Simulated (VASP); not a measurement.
# CdF2 (Fm-3m) in VASP: notebook, part 2 of 2

VASP 6.6.1. The steps go on from the part before.

## 4. Relaxation of cell and atoms, r2SCAN, target pressure 30 GPa, at which the enthalpy is minimised

This run uses another cell than the first one, of 10.88 Å³/atom.

The input, POSCAR:

```
CdF2
1.0
    0.0000000000      2.5368491721      2.5368491721
    2.5368491721      0.0000000000      2.5368491721
    2.5368491721      2.5368491721      0.0000000000
Cd F
1 2
Direct
    0.0000000000      0.0000000000      0.0000000000
    0.2500000000      0.2500000000      0.2500000000
    0.7500000000      0.7500000000      0.7500000000
```

The input, INCAR.step1:

```
SYSTEM = CdF2
ALGO = Normal
EDIFF = 1E-4
ENCUT = 600
GGA = PE
ISMEAR = 0
LASPH = .TRUE.
LCHARG = .FALSE.
LREAL = .FALSE.
LWAVE = .TRUE.
NELM = 60
PREC = Accurate
SIGMA = 0.02
```

The input, INCAR.step2:

```
SYSTEM = CdF2
ALGO = Normal
EDIFF = 1E-6
EDIFFG = -0.008
ENCUT = 600
IBRION = 2
ISIF = 3
ISMEAR = 0
ISTART = 1
LASPH = .TRUE.
LCHARG = .FALSE.
LMIXTAU = .TRUE.
LREAL = .FALSE.
LWAVE = .FALSE.
METAGGA = R2SCAN
NELM = 60
NSW = 70
PREC = Accurate
PSTRESS = 300.0
SIGMA = 0.02
```

The input, KPOINTS:

```
k-points
0
G
  8 8 8
  0 0 0
```

Potentials or basis: VASP PAW PBE potentials, release 64 (Cd, F).

Command:

```console
cat potpaw_PBE.64/Cd/POTCAR potpaw_PBE.64/F/POTCAR > POTCAR
cp INCAR.step1 INCAR
mpirun -np 1 vasp_std > vasp.out
cp INCAR.step2 INCAR
mpirun -np 1 vasp_std > vasp.out
```

OUTCAR:

```text
SYSTEM = CdF2
   EDIFF = 1E-6
   EDIFFG = -0.008
   ENCUT = 600
   IBRION = 2
   ISIF = 3
   ISMEAR = 0
   ISTART = 1
   LASPH = .TRUE.
   LREAL = .FALSE.
   METAGGA = R2SCAN
   NELM = 60
   NSW = 70
   PREC = Accurate
   PSTRESS = 300.0

 ion  position               nearest neighbor table
   1  0.000  0.000  0.000-   3 2.20   3 2.20   3 2.20   2 2.20   3 2.20   2 2.20   2 2.20   2 2.20

   2  0.250  0.250  0.250-   1 2.20   1 2.20   1 2.20   1 2.20
   3  0.750  0.750  0.750-   1 2.20   1 2.20   1 2.20   1 2.20

  LATTYP: Found a face centered cubic cell.
 ALAT       =     5.0736983442

  Lattice vectors:

 A1 = (   0.0000000000,   2.5368491721,   2.5368491721)
 A2 = (   2.5368491721,   0.0000000000,   2.5368491721)
 A3 = (   2.5368491721,   2.5368491721,   0.0000000000)

Analysis of symmetry for initial positions (statically):
=====================================================================
 Subroutine PRICEL returns:
 Original cell was already a primitive cell.

 Routine SETGRP: Setting up the symmetry group for a
 face centered cubic supercell.

[... 175 lines left out ...]
  Direction    XX          YY          ZZ          XY          YZ          ZX
  --------------------------------------------------------------------------------------
  -------------------------------------------------------------------------------------
  Total        6.8960789      6.8960789      6.8960789     -0.0000000     -0.0000000     -0.0000000
  in kB      338.3754681    338.3754681    338.3754681     -0.0000000     -0.0000000     -0.0000000
  external PRESSURE =      38.3754681 kB  Pullay stress =     300.0000000 kB
[... 65 lines left out ...]
--------------------------------------- Ionic step        3  -------------------------------------------

 number of electron      25.9999984 magnetization

 Free energy of the ion-electron system (eV)
  ---------------------------------------------------
  ext. energy  EPLUGINS =         0.00000000
  ---------------------------------------------------
  free energy    TOTEN  =       -33.20866839 eV

  energy without entropy =      -33.20866839  energy(sigma->0) =      -33.20866839

 E-fermi :  -0.3107     XC(G=0): -12.0460

 val. band max:       -0.4346786910   @ k =  -0.2500   0.5000   0.2500
 cond. band min:       3.9167652145   @ k =   0.0000   0.0000   0.0000
 fundamental gap:      4.3514439055
 Fermi energy:        -0.3106501350

 k-point     1 :       0.0000    0.0000    0.0000
  band No.  band energies     occupation
      1     -23.4916      2.00000
      2     -21.8919      2.00000
      3      -6.8609      2.00000
      4      -6.8609      2.00000
      5      -6.8609      2.00000
      6      -4.7205      2.00000
[... 457 lines left out ...]
      4      -5.9878      2.00000
      5      -5.1713      2.00000
      6      -4.8960      2.00000
[... 9 lines left out ...]
     16      14.9229      0.00000
     17      15.6886      0.00000

 [... further k-points ...]

------------------------ aborting loop because EDIFF is reached ----------------------------------------

  FORCE on cell =-STRESS in cart. coord.  units (eV):
  Direction    XX          YY          ZZ          XY          YZ          ZX
  --------------------------------------------------------------------------------------
  -------------------------------------------------------------------------------------
  Total        6.2029073      6.2029073      6.2029073     -0.0000000      0.0000000     -0.0000000
  in kB      299.7611542    299.7611542    299.7611542     -0.0000000      0.0000000     -0.0000000
  external PRESSURE =      -0.2388458 kB  Pullay stress =     300.0000000 kB
[... 22 lines left out ...]
  energy  without entropy=      -33.2086683912  energy(sigma->0) =      -33.20866839

  enthalpy is  TOTEN    =       -27.0008186986 eV   P V=        6.2078496925

 reached required accuracy - stopping structural energy minimisation
```

OSZICAR.step1:

```text
N       E                     dE             d eps       ncg     rms          rms(c)
DAV:   1     0.219112972016E+03    0.21911E+03   -0.17902E+04  1042   0.180E+03
DAV:   2    -0.322489464593E+01   -0.22234E+03   -0.21825E+03  1094   0.417E+02
DAV:   3    -0.115458282023E+02   -0.83209E+01   -0.83038E+01  1105   0.912E+01
DAV:   4    -0.115840004074E+02   -0.38172E-01   -0.38166E-01  1093   0.601E+00
DAV:   5    -0.115841328098E+02   -0.13240E-03   -0.13240E-03  1107   0.325E-01    0.143E+01
DAV:   6    -0.999577213026E+01    0.15884E+01   -0.45998E+00  1276   0.383E+01    0.104E+01
DAV:   7    -0.100291388868E+02   -0.33367E-01   -0.75613E-01   990   0.961E+00    0.601E+00
DAV:   8    -0.100291376977E+02    0.11891E-05   -0.92763E-02  1008   0.408E+00    0.521E-01
DAV:   9    -0.100237504609E+02    0.53872E-02   -0.25748E-02  1254   0.277E+00    0.912E-02
DAV:  10    -0.100243020242E+02   -0.55156E-03   -0.22348E-03   995   0.485E-01    0.858E-02
DAV:  11    -0.100243898067E+02   -0.87783E-04   -0.14652E-04   825   0.143E-01
   1 F= -.10024390E+02 E0= -.10024390E+02  d E =-.842070E-18
```

Wall time 4.2 min (1 thread of Intel Xeon 8259CL, shared host); peak memory 0.19 GiB.

Results:

| Quantity | Value |
| --- | --- |
| Free energy | -33.2087 eV |
| Relaxed volume | 11.05 Å³/atom |
| Relaxed cell | a = 3.606 Å, b = 3.606 Å, c = 3.606 Å, α = 60.00°, β = 60.00°, γ = 60.00° |
| Space group after relaxing (to 0.1 Å) | Fm-3m (No. 225) |
| Energy change on relaxing (the run minimises the enthalpy) | -33.2 meV/atom |
| Ionic steps | 3 |
| Pressure after relaxing | 30.0 GPa |
| Band gap on the k mesh | 4.35 eV (least direct gap 4.58 eV) |

The path:
| step | energy change (eV) | largest force (eV/Å) | pressure (GPa) | volume (Å³) |
| --- | --- | --- | --- | --- |
| 1 | 0.0000 | 0.0000 | 33.84 | 32.65 |
| 2 | -0.2270 | 0.0000 | 24.77 | 33.90 |
| 3 | -0.0997 | 0.0000 | 29.98 | 33.15 |

Final structure:
```xyz
3
Lattice="0.0000 2.5498 2.5498 2.5498 0.0000 2.5498 2.5498 2.5498 0.0000" Properties=species:S:1:pos:R:3 pbc="T T T"
Cd    0.0000    0.0000    0.0000
F     1.2749    1.2749    1.2749
F     3.8246    3.8246    3.8246
```

Levels at points of the mesh, in eV from the valence-band top:
```
           k point  band 9  band 10  band 11  band 12  band 13  band 14  band 15  band 16  band 17
(0.00, 0.00, 0.00)   -1.52    -1.52    -0.23    -0.23    -0.23     4.35    14.36    14.36    14.36
(0.50, 0.00, 0.00)   -3.16    -2.61    -2.61    -0.24    -0.24     9.35    10.17    17.15    17.15
(0.50, 0.50, 0.00)   -3.78    -3.17    -0.93    -0.12    -0.12    10.31    11.54    12.53    16.88
```

Caveat: the cell is relaxed towards a set pressure, so the run minimises the enthalpy, not the energy; the PAW data sets were made with another functional, which shifts forces and pressure a little.

## 5. Relaxation of cell and atoms, r2SCAN, target pressure 15 GPa, at which the enthalpy is minimised

This run uses another cell than the first one, of 11.71 Å³/atom.

The input, POSCAR:

```
CdF2
1.0
    0.0000000000      2.5997204866      2.5997204866
    2.5997204866      0.0000000000      2.5997204866
    2.5997204866      2.5997204866      0.0000000000
Cd F
1 2
Direct
    0.0000000000      0.0000000000      0.0000000000
    0.2500000000      0.2500000000      0.2500000000
    0.7500000000      0.7500000000      0.7500000000
```

The input, INCAR.step1:

```
ALGO = Normal
EDIFF = 1E-4
ENCUT = 600
GGA = PE
ISMEAR = 0
LASPH = True
LCHARG = False
LREAL = False
LWAVE = True
NELM = 100
PREC = Accurate
SIGMA = 0.02
```

The input, INCAR.step2:

```
ALGO = Normal
EDIFF = 1E-6
EDIFFG = -0.008
ENCUT = 600
IBRION = 2
ISIF = 3
ISMEAR = 0
ISTART = 1
LASPH = True
LCHARG = False
LMIXTAU = True
LREAL = False
LWAVE = False
METAGGA = R2SCAN
NELM = 100
NSW = 70
PREC = Accurate
PSTRESS = 150.0
SIGMA = 0.02
```

The input, KPOINTS:

```
k-points
0
Gamma
  8 8 8
```

Potentials or basis: VASP PAW PBE potentials, release 64 (Cd, F).

Command:

```console
cat potpaw_PBE.64/Cd/POTCAR potpaw_PBE.64/F/POTCAR > POTCAR
cp INCAR.step1 INCAR
mpirun -np 1 vasp_std > vasp.out
cp INCAR.step2 INCAR
mpirun -np 1 vasp_std > vasp.out
```

OUTCAR:

```text
EDIFF = 1E-6
   EDIFFG = -0.008
   ENCUT = 600
   IBRION = 2
   ISIF = 3
   ISMEAR = 0
   ISTART = 1
   LASPH = True
   LREAL = False
   METAGGA = R2SCAN
   NELM = 100
   NSW = 70
   PREC = Accurate
   PSTRESS = 150.0

 ion  position               nearest neighbor table
   1  0.000  0.000  0.000-   3 2.25   3 2.25   3 2.25   2 2.25   3 2.25   2 2.25   2 2.25   2 2.25

   2  0.250  0.250  0.250-   1 2.25   1 2.25   1 2.25   1 2.25
   3  0.750  0.750  0.750-   1 2.25   1 2.25   1 2.25   1 2.25

  LATTYP: Found a face centered cubic cell.
 ALAT       =     5.1994409732

  Lattice vectors:

 A1 = (   0.0000000000,   2.5997204866,   2.5997204866)
 A2 = (   2.5997204866,   0.0000000000,   2.5997204866)
 A3 = (   2.5997204866,   2.5997204866,   0.0000000000)

Analysis of symmetry for initial positions (statically):
=====================================================================
 Subroutine PRICEL returns:
 Original cell was already a primitive cell.

 Routine SETGRP: Setting up the symmetry group for a
 face centered cubic supercell.

 Subroutine GETGRP returns: Found 48 space group operations
 (whereof 48 operations were pure point group operations)
 out of a pool of 48 trial point group operations.

The static configuration has the point symmetry O_h .

Analysis of symmetry for dynamics (positions and initial velocities):
=====================================================================
 Subroutine PRICEL returns:
 Original cell was already a primitive cell.

 Routine SETGRP: Setting up the symmetry group for a
 face centered cubic supercell.

 Subroutine GETGRP returns: Found 48 space group operations
 (whereof 48 operations were pure point group operations)
 out of a pool of 48 trial point group operations.

The dynamic configuration has the point symmetry O_h .

 Subroutine INISYM returns: Found 48 space group operations
[... 124 lines left out ...]
   METAGGA = R2SCAN    functional components
   LHFCALC =     F    Hartree Fock is set to
   AEXX    =    0.0000 exact exchange contribution
   IVDW    =     0    specifies the selected vdW correction
   LEPSILON=     F    determine dielectric tensor
   LRPA    =     F    only Hartree local field effects (RPA)
 conjugate gradient relaxation of ions
 non-spin polarized calculation
 Gauss-broadening in eV      SIGMA  =   0.02
  energy-cutoff  :      600.00
  volume of cell :       35.14
 maximum number of plane-waves:      1211
 NGX is ok and might be reduce to    30
   NGX = 15   NGY = 15   NGZ = 15

--------------------------------------- Ionic step        1  -------------------------------------------

 number of electron      26.0000014 magnetization

 Free energy of the ion-electron system (eV)
  ---------------------------------------------------
  ext. energy  EPLUGINS =         0.00000000
  ---------------------------------------------------
  free energy    TOTEN  =       -33.50736155 eV

  energy without entropy =      -33.50736155  energy(sigma->0) =      -33.50736155

------------------------ aborting loop because EDIFF is reached ----------------------------------------

  FORCE on cell =-STRESS in cart. coord.  units (eV):
  Direction    XX          YY          ZZ          XY          YZ          ZX
  --------------------------------------------------------------------------------------
  -------------------------------------------------------------------------------------
  Total        3.7772465      3.7772465      3.7772465      0.0000000      0.0000000      0.0000000
  in kB      172.2169705    172.2169705    172.2169705      0.0000000      0.0000000      0.0000000
  external PRESSURE =      22.2169705 kB  Pullay stress =     150.0000000 kB
[... 65 lines left out ...]
--------------------------------------- Ionic step        3  -------------------------------------------

 number of electron      26.0000019 magnetization

 Free energy of the ion-electron system (eV)
  ---------------------------------------------------
  ext. energy  EPLUGINS =         0.00000000
  ---------------------------------------------------
  free energy    TOTEN  =       -33.54946644 eV

  energy without entropy =      -33.54946644  energy(sigma->0) =      -33.54946644

 E-fermi :  -1.0101     XC(G=0): -11.6142

 val. band max:       -1.0948708679   @ k =  -0.2500   0.5000   0.2500
 cond. band min:       3.0023613917   @ k =   0.0000   0.0000   0.0000
 fundamental gap:      4.0972322596
 Fermi energy:        -1.0100563442

 k-point     1 :       0.0000    0.0000    0.0000
  band No.  band energies     occupation
      1     -23.6302      2.00000
      2     -22.2787      2.00000
      3      -7.1136      2.00000
      4      -7.1136      2.00000
      5      -7.1136      2.00000
      6      -5.3889      2.00000
[... 457 lines left out ...]
      4      -6.3670      2.00000
      5      -5.5929      2.00000
      6      -5.4881      2.00000
[... 9 lines left out ...]
     16      13.6578      0.00000
     17      14.4786      0.00000

 [... further k-points ...]

------------------------ aborting loop because EDIFF is reached ----------------------------------------

  FORCE on cell =-STRESS in cart. coord.  units (eV):
  Direction    XX          YY          ZZ          XY          YZ          ZX
  --------------------------------------------------------------------------------------
  -------------------------------------------------------------------------------------
  Total        3.3363444      3.3363444      3.3363444      0.0000000      0.0000000     -0.0000000
  in kB      150.3218359    150.3218359    150.3218359      0.0000000      0.0000000     -0.0000000
  external PRESSURE =       0.3218359 kB  Pullay stress =     150.0000000 kB
[... 22 lines left out ...]
  energy  without entropy=      -33.5494664361  energy(sigma->0) =      -33.54946644

  enthalpy is  TOTEN    =       -30.2202651186 eV   P V=        3.3292013175

 reached required accuracy - stopping structural energy minimisation
```

OUTCAR.step1:

```text
EDIFF = 1E-4
   ENCUT = 600
   GGA = PE
   ISMEAR = 0
[... 707 lines left out ...]
      0.00000      0.00000      0.00000        -0.000000     -0.000000     -0.000000
      1.29986      1.29986      1.29986        -0.000000     -0.000000      0.000000
      3.89958      3.89958      3.89958         0.000000      0.000000     -0.000000
 -----------------------------------------------------------------------------------
    total drift:                                0.000000     -0.000000      0.000000

  FREE ENERGIE OF THE ION-ELECTRON SYSTEM (eV)
  ---------------------------------------------------
  free  energy   TOTEN  =       -10.5122975138 eV

  energy  without entropy=      -10.5122975138  energy(sigma->0) =      -10.51229751
```

It took 3.8 min on 1 thread of Intel Xeon 8259CL, shared host; peak memory 0.19 GiB.

Results:

| Item | Value |
| --- | --- |
| Free energy | -33.5495 eV |
| Relaxed volume | 11.85 Å³/atom |
| Relaxed cell | a = 3.691 Å, b = 3.691 Å, c = 3.691 Å, α = 60.00°, β = 60.00°, γ = 60.00° |
| Space group after relaxing (to 0.1 Å) | Fm-3m (No. 225) |
| Energy change on relaxing (the run minimises the enthalpy) | -14.0 meV/atom |
| Ionic steps | 3 |
| Pressure after relaxing | 15.0 GPa |
| Band gap on the k mesh | 4.10 eV (least direct gap 4.45 eV) |

Step by step:
```
step  energy change (eV)  largest force (eV/Å)  pressure (GPa)  volume (Å³)
   1              0.0000                0.0000           17.22        35.14
   2             -0.0781                0.0000           12.96        35.97
   3             -0.0421                0.0000           15.03        35.56
```

Final structure:
```
Cd F
1.0
     0.00000    2.61002    2.61002
     2.61002    0.00000    2.61002
     2.61002    2.61002    0.00000
Cd F
1 2
Cartesian
  0.0000 0.0000 0.0000
  1.3050 1.3050 1.3050
  3.9150 3.9150 3.9150
```

Caveat: the cell is relaxed towards a set pressure, so the run minimises the enthalpy, not the energy; the PAW data sets were made with another functional, which shifts forces and pressure a little.

## 6. Overview

| task | cell | cutoff (eV) | gap on the mesh (eV) | pressure (GPa) |
| --- | --- | --- | --- | --- |
| single point | a = 3.846 Å, angles 60.0°, 3 atoms | 520 | 3.65 | -2.2 |
| relaxation of cell and atoms | relaxed to 60 GPa from a = 3.500 Å, angles 60.0°, 3 atoms | 600 | 4.71 | 60.0 |
| relaxation of cell and atoms | relaxed to 30 GPa from a = 3.588 Å, angles 60.0°, 3 atoms | 600 | 4.35 | 30.0 |
| relaxation of cell and atoms | relaxed to 15 GPa from a = 3.677 Å, angles 60.0°, 3 atoms | 600 | 4.10 | 15.0 |

Alike in all rows: level r2SCAN; potentials or basis VASP PAW PBE potentials, release 64 (Cd, F); no spin polarisation; k mesh 8 × 8 × 8; smearing gaussian 0.02 eV.

Caveats: the PAW data sets were made with another functional, which shifts forces and pressure a little; the cell is relaxed towards a set pressure, so the run minimises the enthalpy, not the energy (at least some runs).

Absolute energies hang on the potentials; compare differences alone.
